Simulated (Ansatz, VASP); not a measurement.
# Two plane-wave programs on SrTiO3

INCAR

```
SYSTEM = SrTiO3
ALGO = Normal
EDIFF = 1E-6
ENCUT = 520
GGA = PS
ISIF = 2
ISMEAR = 0
LASPH = .True.
LCHARG = .False.
LREAL = .False.
LWAVE = .False.
NBANDS = 28
NELM = 100
PREC = Accurate
SIGMA = 0.05
```

The input KPOINTS:

```
k-points
0
Gamma
  8 8 8
  0 0 0
```

The input POSCAR:

```
SrTiO3
1.0
    3.8911201355      0.0000000000      0.0000000000
    0.0000000000      3.8911201355      0.0000000000
    0.0000000000      0.0000000000      3.8911201355
Sr Ti O
1 1 3
Direct
    0.0000000000      0.0000000000      0.0000000000
    0.3458027562      0.5000000000      0.5000000000
    0.0000000000      0.5000000000      0.5000000000
    0.5000000000      0.0000000000      0.5000000000
    0.5000000000      0.5000000000      0.0000000000
```

Input for Ansatz:

```yaml
crystal:
  lattice:
    - [3.8911201355, 0.0, 0.0]
    - [0.0, 3.8911201355, 0.0]
    - [0.0, 0.0, 3.8911201355]
  atoms:
    - { symbol: Sr, position: [0.0, 0.0, 0.0] }
    - { symbol: Ti, position: [0.3458027562, 0.5, 0.5] }
    - { symbol: O, position: [0.0, 0.5, 0.5] }
    - { symbol: O, position: [0.5, 0.0, 0.5] }
    - { symbol: O, position: [0.5, 0.5, 0.0] }
basis:
  ecutwfc: 420
kpoints:
  mp_grid: { grid: [8, 8, 8] }
hamiltonian:
  xc: pbesol
scf:
  occupations: { method: gaussian, width: 0.05 }
output:
  forces: true
  stress: true
  eigenvalues: true
  write_density: true
  write_potential: true
  elf: true
  volumetric_format: npy
```

Alike in both runs: task single point; functional PBEsol; k mesh 8 × 8 × 8; occupations gaussian, width 0.05 eV; no spin polarisation.

```csv
,VASP,Ansatz
version,VASP 6.6.1,Ansatz 0.2.0
potentials or method,"VASP PAW PBE potentials, release 64 (Sr_sv, Ti_sv, O), cutoff 520 eV","scalar-relativistic, plane waves, PAW"
valence electrons in the cell,40,40
```

Ansatz gave:

```
gap on the k mesh at the Fermi level (eV) : 1.84
least direct gap on the mesh (eV)         : 2.55
rms of the force components (eV/Å)        : 11.394
```

Problem. What did VASP give for the same quantities?

Solution. gap on the k mesh at the Fermi level (eV): 1.78; least direct gap on the mesh (eV): 2.49; rms of the force components (eV/Å): 13.496.

VASP's potentials were made for PBE, not for PBEsol. Atom by atom the forces differ by 2.110 eV/Å (rms over components).
